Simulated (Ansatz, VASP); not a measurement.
Two plane-wave programs on Na3Be

```xyz
4
Lattice="-2.6212 2.6212 3.7482 2.6212 -2.6212 3.7482 2.6212 2.6212 -3.7482" Properties=species:S:1:pos:R:3 pbc="T T T"
Na    0.0000    0.0000    3.7482
Na    2.6212    0.0000    1.8741
Na    0.0000    2.6212    1.8741
Be    0.0000    0.0000    0.0000
```

Alike in both runs: functional PBE; k mesh 14 × 14 × 14; occupations gaussian, width 0.1 eV; no spin polarisation.

Ansatz relaxed the structure, and its values are those at the end. VASP's run is a single point on that final structure, the one shown.

|  | VASP | Ansatz |
| --- | --- | --- |
| version | VASP 6.6.1 | Ansatz 0.2.0 |
| potentials or method | VASP PAW PBE potentials, release 64 (Na_pv, Be), cutoff 520 eV | scalar-relativistic, plane waves, PAW |
| valence electrons in the cell | 23 | 29 |

|  | VASP | Ansatz | Ansatz less VASP |
| --- | --- | --- | --- |
| gap on the k mesh at the Fermi level (eV) | none | none | - |
| pressure (GPa) | 0.0 | 0.0 | 0.00 |

A gap of «none» marks a metal or a gap that the smearing closes. VASP's potentials hold 23 valence electrons a cell and Ansatz's 29, so a difference there can come from the potentials and not from the codes.
